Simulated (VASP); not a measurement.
C: single point with PBEsol+D3(BJ)

C:

```xyz
2
Lattice="0.0000 2.0894 3.2642 1.2071 0.0000 3.2642 1.2071 2.0894 0.0000" Properties=species:S:1:pos:R:3 pbc="T T T"
C     1.2071    0.5985    3.2642
C     1.2071    3.5804    3.2642
```

This cell differs from its parent crystal: atoms shifted along a free coordinate.

```yaml
Program: VASP 6.6.1
Task: single point
Functional: PBEsol
Dispersion: D3(BJ)
Potentials_or_basis: VASP PAW PBE potentials, release 64 (C)
Cutoff: 520 eV
k_mesh: 16 × 16 × 16
Occupations: gaussian, width 0.03 eV
Spin: no spin polarisation
Dipole_correction: no
Further_INCAR_settings: ALGO = Normal; EDIFF = 1e-07; NBANDS = 11
```

* Pressure: 44.3 GPa
* Largest force: 15.683 eV/Å
* Band gap on the k mesh: zero (bands 4 and 5 overlap by 1.66 eV)
* Dispersion energy per atom: -0.112 eV

Forces in eV/Å, atoms in the order of the input:
```
C     0.000  15.683   0.000
C     0.000 -15.683   0.000
```

Stress tensor (GPa, compression positive):
```
 17.59   0.00   0.00
  0.00 116.02   0.00
  0.00   0.00  -0.63
```

Levels at points of the mesh, in eV from the Fermi level:
| k point | band 1 | band 2 | band 3 | band 4 | band 5 | band 6 | band 7 | band 8 |
| --- | --- | --- | --- | --- | --- | --- | --- | --- |
| (0.00, 0.00, 0.00) | -19.95 | -6.76 | -5.39 | 0.57 | 4.35 | 5.15 | 11.85 | 12.89 |
| (0.50, 0.00, 0.00) | -14.84 | -12.63 | -6.46 | -3.12 | 3.14 | 6.65 | 12.97 | 14.25 |
| (0.50, 0.50, 0.00) | -19.58 | -8.97 | -5.34 | 0.51 | 5.07 | 10.82 | 11.60 | 12.97 |
| (0.50, 0.00, 0.50) | -15.10 | -13.47 | -5.27 | 0.35 | 0.42 | 9.11 | 10.74 | 11.93 |
| (0.00, 0.50, 0.50) | -14.92 | -13.18 | -5.34 | -1.54 | -1.09 | 8.61 | 14.68 | 18.06 |

Wall time 81 s on 1 thread of AMD EPYC 9R45 (Zen 5), with other jobs on the host, peak memory 0.19 GiB.

Caveat: the cell differs from its parent crystal (atoms shifted along a free coordinate); the stress differs along the axes, from -1 to 116 GPa; the PAW data sets were made with another functional, which shifts forces and pressure a little.
